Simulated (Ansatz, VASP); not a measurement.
One calculation of Ba, two programs

File POSCAR:

```
Ba
1.0
   -2.5367939014      2.5367939014      2.5367939014
    2.5367939014     -2.5367939014      2.5367939014
    2.5367939014      2.5367939014     -2.5367939014
Ba
1
Direct
    0.0000000000      0.0000000000      0.0000000000
```

The input INCAR.step1:

```
ALGO     = Normal         # electronic algorithm
EDIFF    = 1E-4           # SCF threshold, eV
ENCUT    = 520            # plane-wave cutoff, eV
GGA      = PE             # functional
ISMEAR   = -1             # smearing method
LASPH    = T              # aspherical terms in the spheres
LCHARG   = F              # write CHGCAR
LREAL    = F              # projectors in reciprocal space
LWAVE    = T              # write WAVECAR
NBANDS   = 11             # bands
NELM     = 60             # most SCF steps
PREC     = Accurate       # precision mode
SIGMA    = 0.1            # smearing width, eV
```

The input INCAR.step2:

```
ALGO     = Normal         # electronic algorithm
EDIFF    = 1E-7           # SCF threshold, eV
ENCUT    = 520            # plane-wave cutoff, eV
ISIF     = 2              # what is computed and relaxed
ISMEAR   = -1             # smearing method
ISTART   = 1            
LASPH    = T              # aspherical terms in the spheres
LCHARG   = F              # write CHGCAR
LMIXTAU  = T            
LREAL    = F              # projectors in reciprocal space
LWAVE    = F              # write WAVECAR
METAGGA  = R2SCAN         # meta-GGA
NBANDS   = 11             # bands
NELM     = 60             # most SCF steps
PREC     = Accurate       # precision mode
SIGMA    = 0.1            # smearing width, eV
```

Contents of KPOINTS:

```
k-points
0
Gamma
  6 6 6
```

Input for Ansatz:

```yaml
crystal:
  lattice:
    - [-2.5367939014, 2.5367939014, 2.5367939014]
    - [2.5367939014, -2.5367939014, 2.5367939014]
    - [2.5367939014, 2.5367939014, -2.5367939014]
  atoms:
    - { symbol: Ba, position: [0.0, 0.0, 0.0] }
hamiltonian:
  xc: r2scan
  pseudopotentials:
    kind: paw
    azcp:
      Ba: "pseudopotentials/Ba.paw.azcp"
basis:
  ecutwfc: 500
  fft_grid_basis: typed
kpoints:
  mp_grid: { grid: [6, 6, 6], shift: [0, 0, 0] }
magnetization:
  spin_polarized: false
scf:
  occupations: { method: fermi_dirac, width: 0.1 }
  lower_state_search: "off"
output:
  stress: true
```

Alike in both runs: task single point; functional r2SCAN; k mesh 6 × 6 × 6; occupations fermi-dirac, width 0.1 eV; no spin polarisation.

|  | VASP | Ansatz |
| --- | --- | --- |
| version | VASP 6.6.1 | Ansatz 0.2.0 |
| potentials or method | VASP PAW PBE potentials, release 64 (Ba_sv), cutoff 520 eV | plane waves (500 eV) with PAW, scalar-relativistic |
| valence electrons in the cell | 10 | 10 |

|  | VASP | Ansatz | Ansatz less VASP |
| --- | --- | --- | --- |
| pressure (GPa) | 0.1 | 0.0 | -0.05 |

VASP's potentials were made for PBE, not for r2SCAN.

Spin-orbit coupling is off throughout.
